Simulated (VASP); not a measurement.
Write the native input for VASP 6.6.1 that does the following.

```
Task                   : relaxation of cell and atoms
Functional             : r2SCAN
Potentials or basis    : VASP PAW PBE potentials, release 64 (La, Zn)
Cutoff                 : 600 eV
k mesh                 : 8 × 8 × 8
Occupations            : fermi-dirac, width 0.1 eV
Spin                   : no spin polarisation
Dipole correction      : no
Further INCAR settings : ALGO = Normal; EDIFF = 1e-06; IBRION = 2; EDIFFG = -0.01; NSW = 80; ISIF = 3
```

Crystal: LaZn.

```
La Zn
1.0
     3.75000    0.00000    0.00000
     0.00000    3.75000    0.00000
     0.00000    0.00000    3.75000
La Zn
1 1
Direct
  0.50000 0.50000 0.50000
  0.00000 0.00000 0.00000
```

These files were run (other wordings do the same):

POSCAR

```
LaZn
1.0
    3.7500000000      0.0000000000      0.0000000000
    0.0000000000      3.7500000000      0.0000000000
    0.0000000000      0.0000000000      3.7500000000
La Zn
1 1
Direct
    0.5000000000      0.5000000000      0.5000000000
    0.0000000000      0.0000000000      0.0000000000
```

INCAR.step1

```
SYSTEM = LaZn
ALGO     = Normal         ! electronic algorithm
EDIFF    = 1E-4           ! SCF threshold, eV
ENCUT    = 600            ! plane-wave cutoff, eV
GGA      = PE             ! functional
ISMEAR   = -1             ! smearing method
LASPH    = .True.         ! aspherical terms in the spheres
LCHARG   = .False.        ! write CHGCAR
LREAL    = .False.        ! projectors in reciprocal space
LWAVE    = .True.         ! write WAVECAR
NELM     = 60             ! most SCF steps
PREC     = Accurate       ! precision mode
SIGMA    = 0.1            ! smearing width, eV
```

INCAR.step2

```
SYSTEM = LaZn
ALGO     = Normal         ! electronic algorithm
EDIFF    = 1E-6           ! SCF threshold, eV
EDIFFG   = -0.01          ! ionic threshold
ENCUT    = 600            ! plane-wave cutoff, eV
IBRION   = 2              ! ionic algorithm
ISIF     = 3              ! what is computed and relaxed
ISMEAR   = -1             ! smearing method
ISTART   = 1            
LASPH    = .True.         ! aspherical terms in the spheres
LCHARG   = .False.        ! write CHGCAR
LMIXTAU  = .True.       
LREAL    = .False.        ! projectors in reciprocal space
LWAVE    = .False.        ! write WAVECAR
METAGGA  = R2SCAN         ! meta-GGA
NELM     = 60             ! most SCF steps
NSW      = 80             ! ionic steps
PREC     = Accurate       ! precision mode
SIGMA    = 0.1            ! smearing width, eV
```

KPOINTS

```
k-points
0
Gamma
  8 8 8
  0 0 0
```

Potentials or basis: VASP PAW PBE potentials, release 64 (La, Zn).

The run is started by

```console
$ cat potpaw_PBE.64/La/POTCAR potpaw_PBE.64/Zn/POTCAR > POTCAR
$ cp INCAR.step1 INCAR
$ mpirun -np 1 vasp_std > vasp.out
$ cp INCAR.step2 INCAR
$ mpirun -np 1 vasp_std > vasp.out
```

It gave:

```json
{"Relaxed volume": "26.58 Å³/atom", "Relaxed cell": "a = 3.760 Å, b = 3.760 Å, c = 3.760 Å, α = 90.00°, β = 90.00°, γ = 90.00°", "Space group after relaxing (to 0.05 Å)": "Pm-3m (No. 221)", "Energy gained by relaxing": "0.2 meV/atom", "Ionic steps": "2", "Pressure after relaxing": "0.0 GPa"}
```

Caveat: the PAW data sets were made with another functional, which shifts forces and pressure a little.

It took 3.4 min on 1 thread of Intel Xeon 6975P-C, on a shared host, peak memory 0.22 GiB.
